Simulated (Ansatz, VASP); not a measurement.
## Two plane-wave programs on Ag

File INCAR:

```
SYSTEM = Ag
PREC = Accurate ; ENCUT = 520
EDIFF = 1E-6 ; ISMEAR = 0
SIGMA = 0.15 ; LREAL = .FALSE.
LASPH = .TRUE. ; NELM = 80
ALGO = Fast ; ISIF = 2
LWAVE = .FALSE. ; LCHARG = .TRUE.
GGA = PS ; LELF = .TRUE.
LVHAR = .TRUE. ; NBANDS = 12
```

File KPOINTS:

```
regular mesh
0
G
  20 20 20
  0 0 0
```

File POSCAR:

```
Ag
1.0
    0.0000000000      2.1248240000      2.0431000000
    2.1248240000      0.0000000000      2.0431000000
    2.1248240000      2.1248240000      0.0000000000
Ag
1
Direct
    0.0000000000      0.0000000000      0.0000000000
```

Input for Ansatz:

```yaml
crystal:
  lattice:
    - [0.0, 2.124824, 2.0431]
    - [2.124824, 0.0, 2.0431]
    - [2.124824, 2.124824, 0.0]
  atoms:
    - { symbol: Ag, position: [0.0, 0.0, 0.0] }
basis:
  ecutwfc: 420
kpoints:
  mp_grid: { grid: [20, 20, 20] }
hamiltonian:
  xc: pbesol
scf:
  occupations: { method: gaussian, width: 0.15 }
output:
  forces: true
  stress: true
  eigenvalues: true
```

Change from the starting cell: strain +0.040 along x and y, +0.000 along z, atoms carried along.

Alike in both runs: task single point; functional PBEsol; k mesh 20 × 20 × 20; occupations gaussian, width 0.15 eV; no spin polarisation.

|  | VASP | Ansatz |
| --- | --- | --- |
| version | VASP 6.6.1 | Ansatz 0.2.0 |
| potentials or method | VASP PAW PBE potentials, release 64 (Ag), cutoff 520 eV | scalar-relativistic, plane waves, PAW |
| valence electrons in the cell | 11 | 19 |

```tsv
	VASP	Ansatz	Ansatz less VASP
gap on the k mesh at the Fermi level (eV)	none	none	-
pressure (GPa)	-9.1	-9.1	+0.05
traceless stress, the component that is largest in VASP (GPa)	0.70	0.71	+0.003
```

VASP's potentials were made for PBE, not for PBEsol. A gap of «none» marks a metal or a gap that the smearing closes. VASP's potentials hold 11 valence electrons a cell and Ansatz's 19, so a difference there can come from the potentials and not from the codes.
